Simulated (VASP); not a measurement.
# CoNiO2 (P4/mmm) in VASP: a series of runs

Aim: see how the results for CoNiO2 move with the level of theory and the settings. Levels: PBEsol, LDA. Tasks: single point.

Program: VASP 6.6.1. These are calculated values, not measurements. Logs are shortened: lines on timing, memory, paths and dates and some standing lists are left out, and cuts for length are marked.

### 1 The cell of the first run

Symmetry: P4/mmm, No. 123, tetragonal system. The conventional cell has a = 3.014 Å, b = 3.014 Å, c = 4.222 Å, α = 90.00°, β = 90.00°, γ = 90.00°. Within 2.8 Å of Ni (site symmetry 4/mmm) lie 6 O at 2.11 to 2.13 Å. Co (site symmetry 4/mmm) has 6 O at 2.11 to 2.13 Å within 2.8 Å. Within 2.8 Å of O (site symmetry 4/mmm) lie 2 Ni at 2.11 Å and 4 Co at 2.13 Å. O (site symmetry 4/mmm) has 2 Co at 2.11 Å and 4 Ni at 2.13 Å within 2.8 Å.

### 2 Single point, PBEsol, collinear spin, ferromagnetic start

The input, INCAR:

```
SYSTEM = CoNiO2
PREC = Accurate
ENCUT = 700
EDIFF = 1E-6
ISMEAR = -1
SIGMA = 0.05
LREAL = .FALSE.
LASPH = .TRUE.
NELM = 200
ALGO = Normal
ISIF = 2
LWAVE = .FALSE.
LCHARG = .FALSE.
ISPIN = 2
MAGMOM = 2 4 0 0
LORBIT = 11
NUPDOWN = 6.0
LMAXMIX = 4
GGA = PS
NBANDS = 36
GGA_COMPAT = .FALSE.
```

The input, KPOINTS:

```
Automatic mesh
0
G
  7 7 5
  0 0 0
```

The input, POSCAR:

```
CoNiO2
1.0
    3.0143330000      0.0000000000      0.0000000000
    0.0000000000      3.0143330000      0.0000000000
    0.0000000000      0.0000000000      4.2222850000
Ni Co O
1 1 2
Direct
    0.0000000000      0.0000000000      0.0000000000
    0.5000000000      0.5000000000      0.5000000000
    0.0000000000      0.0000000000      0.5000000000
    0.5000000000      0.5000000000      0.0000000000
```

Potentials or basis: VASP PAW PBE potentials, release 64 (Ni_sv_GW, Co_sv, O).

On the command line:

```console
$ cat potpaw_PBE.64/Ni_sv_GW/POTCAR potpaw_PBE.64/Co_sv/POTCAR potpaw_PBE.64/O/POTCAR > POTCAR
$ mpirun -np 1 vasp_std > vasp.out
```

OUTCAR:

```text
SYSTEM = CoNiO2
   PREC = Accurate
   ENCUT = 700
   EDIFF = 1E-6
   ISMEAR = -1
   LREAL = .FALSE.
   LASPH = .TRUE.
   NELM = 200
   ISIF = 2
   ISPIN = 2
   LORBIT = 11
   NUPDOWN = 6.0
   GGA = PS

 ion  position               nearest neighbor table
   1  0.000  0.000  0.000-   3 2.11   3 2.11   4 2.13   4 2.13   4 2.13   4 2.13
   2  0.500  0.500  0.500-   4 2.11   4 2.11   3 2.13   3 2.13   3 2.13   3 2.13
   3  0.000  0.000  0.500-   1 2.11   1 2.11   2 2.13   2 2.13   2 2.13   2 2.13
   4  0.500  0.500  0.000-   2 2.11   2 2.11   1 2.13   1 2.13   1 2.13   1 2.13

  LATTYP: Found a simple tetragonal cell.
 ALAT       =     3.0143330000
 C/A-ratio  =     1.4007360832

  Lattice vectors:

 A1 = (   3.0143330000,   0.0000000000,   0.0000000000)
 A2 = (   0.0000000000,   3.0143330000,   0.0000000000)
 A3 = (   0.0000000000,   0.0000000000,   4.2222850000)

Analysis of symmetry for initial positions (statically):
=====================================================================
 Subroutine PRICEL returns:
 Original cell was already a primitive cell.

 Routine SETGRP: Setting up the symmetry group for a
 simple tetragonal supercell.

 Subroutine GETGRP returns: Found 16 space group operations
 (whereof 16 operations were pure point group operations)
 out of a pool of 16 trial point group operations.

The static configuration has the point symmetry D_4h.

Analysis of symmetry for dynamics (positions and initial velocities):
=====================================================================
 Subroutine PRICEL returns:
 Original cell was already a primitive cell.

 Routine SETGRP: Setting up the symmetry group for a
 simple tetragonal supercell.

 Subroutine GETGRP returns: Found 16 space group operations
 (whereof 16 operations were pure point group operations)
 out of a pool of 16 trial point group operations.

The dynamic configuration has the point symmetry D_4h.

Analysis of structural, dynamic, and magnetic symmetry:
=====================================================================
 Subroutine PRICEL returns:
 Original cell was already a primitive cell.

 Routine SETGRP: Setting up the symmetry group for a
 simple tetragonal supercell.

 Subroutine GETGRP returns: Found 16 space group operations
 (whereof 16 operations were pure point group operations)
 out of a pool of 16 trial point group operations.

The overall configuration has the point symmetry D_4h.

 Subroutine INISYM returns: Found 16 space group operations
 (whereof 16 operations are pure point group operations),
 and found     1 'primitive' translations

----------------------------------------------------------------------------------------

                                     Primitive cell

  volume of cell :      38.3645

  direct lattice vectors                    reciprocal lattice vectors
     3.014333000  0.000000000  0.000000000     0.331748350  0.000000000  0.000000000
     0.000000000  3.014333000  0.000000000     0.000000000  0.331748350  0.000000000
     0.000000000  0.000000000  4.222285000     0.000000000  0.000000000  0.236838584

  length of vectors
     3.014333000  3.014333000  4.222285000     0.331748350  0.331748350  0.236838584

  position of ions in fractional coordinates (direct lattice)
     0.000000000  0.000000000  0.000000000
     0.500000000  0.500000000  0.500000000
     0.000000000  0.000000000  0.500000000
     0.500000000  0.500000000  0.000000000

  ion indices of the primitive-cell ions
   primitive index   ion index
                 1           1
                 2           2
                 3           3
                 4           4

----------------------------------------------------------------------------------------

 KPOINTS: Automatic mesh

Automatic generation of k-mesh.
 Grid dimensions read from file:
 generate k-points for:    7    7    5

 Generating k-lattice:

  Cartesian coordinates                     Fractional coordinates (reciprocal lattice)
     0.047392621  0.000000000  0.000000000     0.142857143  0.000000000  0.000000000
     0.000000000  0.047392621  0.000000000     0.000000000  0.142857143  0.000000000
     0.000000000  0.000000000  0.047367717     0.000000000  0.000000000  0.200000000

  Length of vectors
     0.047392621  0.047392621  0.047367717

  Shift w.r.t. Gamma in fractional coordinates (k-lattice)
     0.000000000  0.000000000  0.000000000

 Subroutine IBZKPT returns following result:
 ===========================================

 Found     30 irreducible k-points:

 Following reciprocal coordinates:
            Coordinates               Weight
  0.000000  0.000000  0.000000      1.000000
  0.142857  0.000000  0.000000      4.000000
  0.285714  0.000000  0.000000      4.000000
  0.428571  0.000000  0.000000      4.000000
  0.142857  0.142857  0.000000      4.000000
  0.285714  0.142857  0.000000      8.000000
[... 16 lines left out ...]
  0.285714  0.000000  0.400000      8.000000
  0.428571  0.000000  0.400000      8.000000
 [... further k-points ...]
   k-points           NKPTS =     30   k-points in BZ     NKDIM =     30   number of bands    NBANDS=     36
   number of dos      NEDOS =    301   number of ions     NIONS =      4
   total plane-waves  NPLWV =  28224
   dimension x,y,z NGX =    28 NGY =   28 NGZ =   36
   dimension x,y,z NGXF=    56 NGYF=   56 NGZF=   72
   ions per type =               1   1   2
   NGX,Y,Z   is equivalent  to a cutoff of  15.44, 15.44, 14.17 a.u.
   NGXF,Y,Z  is equivalent  to a cutoff of  30.89, 30.89, 28.35 a.u.
 SYSTEM =  CoNiO2
   PREC   = accura    normal or accurate (medium, high low for compatibility)
   ISTART =      0    job   : 0-new  1-cont  2-samecut
   ICHARG =      2    charge: 1-file 2-atom 10-const
   ISPIN  =      2    spin polarized calculation?
   LNONCOLLINEAR =      F non collinear calculations
   LSORBIT =      F    spin-orbit coupling
   LASPH  =      T    aspherical Exc in radial PAW
   ENCUT  =  700.0 eV  51.45 Ry    7.17 a.u.   6.50  6.50  9.11*2*pi/ulx,y,z
   NELM   =    200;   NELMIN=  2; NELMDL= -5     # of ELM steps
   EDIFF  = 0.1E-05   stopping-criterion for ELM
   LREAL  =      F    real-space projection
   EDIFFG = 0.1E-04   stopping-criterion for IOM
   NSW    =      0    number of steps for IOM
   IBRION =     -1    ionic relax: 0-MD 1-quasi-New 2-CG
   NFREE  =      0    steps in history (QN), initial steepest desc. (CG)
   ISIF   =      2    stress and relaxation
   ISYM   =      2    0-nonsym 1-usesym 2-fastsym
   POTIM  = 0.5000    time-step for ionic-motion
   TEBEG  =    0.0;   TEEND  =   0.0 temperature during run
   PSTRESS=    0.0 pullay stress
   NELECT =      47.0000    total number of electrons
   NUPDOWN=       6.0000    fix difference up-down
   EMIN   =  10.00;   EMAX   =-10.00  energy-range for DOS
   EFERMI =   0.00;   METHOD = LEGACY
   ISMEAR =    -1;   SIGMA  =   0.05  broadening in eV -4-tet -1-fermi 0-gaus
   EFERMI_NEDOS =   21; number of points for ismear=-14 and -15
   IALGO  =     38    algorithm
   IMIX   =      4    mixing-type and parameters
     AMIX     =   0.40;   BMIX     =  1.00
     AMIX_MAG =   1.60;   BMIX_MAG =  1.00
  volume/ion in A,a.u.               =       9.59        64.72
  Fermi-wavevector in a.u.,A,eV,Ry     =   1.751718  3.310266 41.749680  3.068515
  Thomas-Fermi vector in A             =   2.822188
   LORBIT       =     11    0 simple, 1 ext, 2 COOP (PROOUT), +10 PAW based schemes
   GGA     = PS    functional components
   LHFCALC =     F    Hartree Fock is set to
   AEXX    =    0.0000 exact exchange contribution
   IVDW    =     0    specifies the selected vdW correction
   LEPSILON=     F    determine dielectric tensor
   LRPA    =     F    only Hartree local field effects (RPA)
 spin polarized calculation
  energy-cutoff  :      700.00
  volume of cell :       38.36
 maximum number of plane-waves:      1643
 NGX is ok and might be reduce to    28
   NGX = 13   NGY = 13   NGZ = 19

 number of electron      46.9999995 magnetization       5.9999995

 Free energy of the ion-electron system (eV)
  ---------------------------------------------------
  ext. energy  EPLUGINS =         0.00000000
  ---------------------------------------------------
  free energy    TOTEN  =       -25.05976251 eV

  energy without entropy =      -25.00532998  energy(sigma->0) =      -25.03254624

 E-fermi :   6.9953     XC(G=0): -13.0577

 val. band max:       12.5734068615   @ k =   0.2857   0.2857   0.0000
 cond. band min:       6.9957344152   @ k =   0.1429   0.1429   0.0000
 fundamental gap:     -5.5776724463
 Fermi energy:        12.6367707414

 spin component 1

 k-point     1 :       0.0000    0.0000    0.0000
  band No.  band energies     occupation
      1     -97.0839      1.00000
      2     -90.1267      1.00000
      3     -57.6750      1.00000
      4     -57.5503      1.00000
      5     -57.5503      1.00000
      6     -53.5216      1.00000
[... 901 lines left out ...]
     34      21.0249      0.00000
     35      27.3380      0.00000

 [... further k-points ...]

 spin component 2

 k-point     1 :       0.0000    0.0000    0.0000
  band No.  band energies     occupation
      1     -95.0190      1.00000
      2     -86.7813      1.00000
      3     -55.6164      1.00000
      4     -55.5538      1.00000
      5     -55.5538      1.00000
      6     -50.2353      1.00000
[... 901 lines left out ...]
     34      21.7238      0.00000
     35      28.1944      0.00000

 [... further k-points ...]

 [bands above 35 left out]

------------------------ aborting loop because EDIFF is reached ----------------------------------------

  FORCE on cell =-STRESS in cart. coord.  units (eV):
  Direction    XX          YY          ZZ          XY          YZ          ZX
  --------------------------------------------------------------------------------------
  -------------------------------------------------------------------------------------
  Total        0.1812074      0.1812074      0.4569569      0.0000000      0.0000000      0.0000000
  in kB        7.5675718      7.5675718     19.0834029      0.0000000      0.0000000      0.0000000
  external PRESSURE =      11.4061822 kB  Pullay stress =       0.0000000 kB

 VOLUME and BASIS-vectors are now :
 -----------------------------------------------------------------------------
  energy-cutoff  :      700.00
  volume of cell :       38.36
      direct lattice vectors                 reciprocal lattice vectors
     3.014333000  0.000000000  0.000000000     0.331748350  0.000000000  0.000000000
     0.000000000  3.014333000  0.000000000     0.000000000  0.331748350  0.000000000
     0.000000000  0.000000000  4.222285000     0.000000000  0.000000000  0.236838584

 POSITION                                       TOTAL-FORCE (eV/Angst)
 -----------------------------------------------------------------------------------
      0.00000      0.00000      0.00000         0.000000      0.000000      0.000000
      1.50717      1.50717      2.11114         0.000000      0.000000      0.000000
      0.00000      0.00000      2.11114         0.000000      0.000000      0.000000
      1.50717      1.50717      0.00000         0.000000      0.000000      0.000000
 -----------------------------------------------------------------------------------
    total drift:                                0.000000      0.000000      0.000000

  FREE ENERGIE OF THE ION-ELECTRON SYSTEM (eV)
  ---------------------------------------------------
  free  energy   TOTEN  =       -25.0597625051 eV

  energy  without entropy=      -25.0053299798  energy(sigma->0) =      -25.03254624

 total charge

# of ion       s       p       d       f       tot
--------------------------------------------------
    1        2.178   6.215   7.701   0.008  16.102
    2        2.179   6.078   6.516   0.000  14.774
    3        1.576   3.368   0.000   0.000   4.944
    4        1.576   3.358   0.000   0.000   4.934
--------------------------------------------------
tot          7.509  19.019  14.217   0.008  40.753

 magnetization (x)

# of ion       s       p       d       f       tot
--------------------------------------------------
    1        0.046   0.032   1.649   0.001   1.727
    2        0.044   0.023   2.739   0.000   2.806
    3        0.066   0.452   0.000   0.000   0.518
    4        0.064   0.454   0.000   0.000   0.518
--------------------------------------------------
tot          0.219   0.960   4.388   0.001   5.568
```

It took 1.8 min on 1 thread of Intel Xeon 6975P-C (Granite Rapids), shared host; peak memory 0.27 GiB.

What came out:

```yaml
Free_energy: -25.0598 eV
Pressure: 1.1 GPa
Net_moment: 6.00 μB per cell
Site_moments: Ni +1.73; Co +2.81; O +0.52 μB
Valence_electrons_inside_the_program's_atomic_spheres: Ni 16.10; Co 14.77; O 4.94, 4.93
```

Caveat: the PAW data sets were made with another functional, which shifts forces and pressure a little; the total moment is fixed, so each spin has its own Fermi level and the state may be an excited one.

### 3 Single point, LDA, collinear spin, ferromagnetic start

This run uses another cell than the first one, of 9.40 Å³/atom.

The input, INCAR:

```
  PREC = Accurate
  ENCUT = 700
  EDIFF = 1E-6
  ISMEAR = -1
  SIGMA = 0.05
  LREAL = F
  LASPH = T
  NELM = 200
  ALGO = Normal
  ISIF = 2
  LWAVE = F
  LCHARG = T
  ISPIN = 2
  MAGMOM = 1 2 0 0
  LORBIT = 11
  LMAXMIX = 4
  LELF = T
  LVHAR = T
  NBANDS = 36
  GGA_COMPAT = F
```

The input, KPOINTS:

```
Automatic mesh
0
Gamma
  9 9 6
```

The input, POSCAR:

```
CoNiO2
1.0
    2.9941019676      0.0000000000      0.0000000000
    0.0000000000      2.9941019676      0.0000000000
    0.0000000000      0.0000000000      4.1939466629
Ni Co O
1 1 2
Direct
    0.0000000000      0.0000000000      0.0000000000
    0.5000000000      0.5000000000      0.5000000000
    0.0000000000      0.0000000000      0.5000000000
    0.5000000000      0.5000000000      0.0000000000
```

Potentials or basis: VASP PAW LDA potentials, release 64 (Ni_sv_GW, Co_sv, O).

On the command line:

```console
$ cat potpaw_LDA.64/Ni_sv_GW/POTCAR potpaw_LDA.64/Co_sv/POTCAR potpaw_LDA.64/O/POTCAR > POTCAR
$ mpirun -np 1 vasp_std > vasp.out
```

OUTCAR:

```text
PREC = Accurate
   ENCUT = 700
   EDIFF = 1E-6
   ISMEAR = -1
   LREAL = F
   LASPH = T
   NELM = 200
   ISIF = 2
   ISPIN = 2
   LORBIT = 11

 ion  position               nearest neighbor table
   1  0.000  0.000  0.000-   3 2.10   3 2.10   4 2.12   4 2.12   4 2.12   4 2.12
   2  0.500  0.500  0.500-   4 2.10   4 2.10   3 2.12   3 2.12   3 2.12   3 2.12
   3  0.000  0.000  0.500-   1 2.10   1 2.10   2 2.12   2 2.12   2 2.12   2 2.12
   4  0.500  0.500  0.000-   2 2.10   2 2.10   1 2.12   1 2.12   1 2.12   1 2.12

  LATTYP: Found a simple tetragonal cell.
 ALAT       =     2.9941019676
[... 2059 lines left out ...]
     0.000000000  2.994101968  0.000000000     0.000000000  0.333989961  0.000000000
     0.000000000  0.000000000  4.193946663     0.000000000  0.000000000  0.238438893

 POSITION                                       TOTAL-FORCE (eV/Angst)
 -----------------------------------------------------------------------------------
      0.00000      0.00000      0.00000         0.000000      0.000000      0.000000
      1.49705      1.49705      2.09697         0.000000      0.000000      0.000000
      0.00000      0.00000      2.09697         0.000000      0.000000      0.000000
      1.49705      1.49705      0.00000         0.000000      0.000000      0.000000
 -----------------------------------------------------------------------------------
    total drift:                                0.000000      0.000000      0.000000

  FREE ENERGIE OF THE ION-ELECTRON SYSTEM (eV)
  ---------------------------------------------------
  free  energy   TOTEN  =       -28.5693513701 eV

  energy  without entropy=      -28.5156018037  energy(sigma->0) =      -28.54247659

 total charge

# of ion       s       p       d       f       tot
--------------------------------------------------
    1        2.144   6.189   7.872   0.008  16.213
    2        2.136   6.051   6.794   0.000  14.981
    3        1.550   3.334   0.000   0.000   4.884
    4        1.552   3.331   0.000   0.000   4.883
--------------------------------------------------
tot          7.382  18.905  14.666   0.008  40.961

 magnetization (x)

# of ion       s       p       d       f       tot
--------------------------------------------------
    1        0.000   0.000   0.002   0.000   0.002
    2       -0.000  -0.000  -0.001   0.000  -0.001
    3        0.000   0.000   0.000   0.000   0.000
    4        0.000   0.000   0.000   0.000   0.000
--------------------------------------------------
tot          0.000   0.000   0.001   0.000   0.001
```

Run time: 14 min. Hardware: 1 thread of AMD EPYC 7R43 (Zen 3), shared host; peak memory 0.28 GiB.

Results:

```yaml
Free_energy: -28.5694 eV
Pressure: -28.8 GPa
Net_moment: 0.00 μB per cell
Valence_electrons_inside_the_program's_atomic_spheres: Ni 16.21; Co 14.98; O 4.88
```

Stress tensor (GPa, compression positive):
```
-29.05   0.00   0.00
  0.00 -29.05   0.00
  0.00   0.00 -28.44
```

Caveat: the cell stands under tension; the moments typed at the start vanished in this run; semilocal functionals often make such compounds metallic where correlation or magnetic order opens a gap, which also shifts bond lengths. With open d or f shells a metallic result of LDA can be an artefact of self-interaction; +U or a hybrid may open a gap.
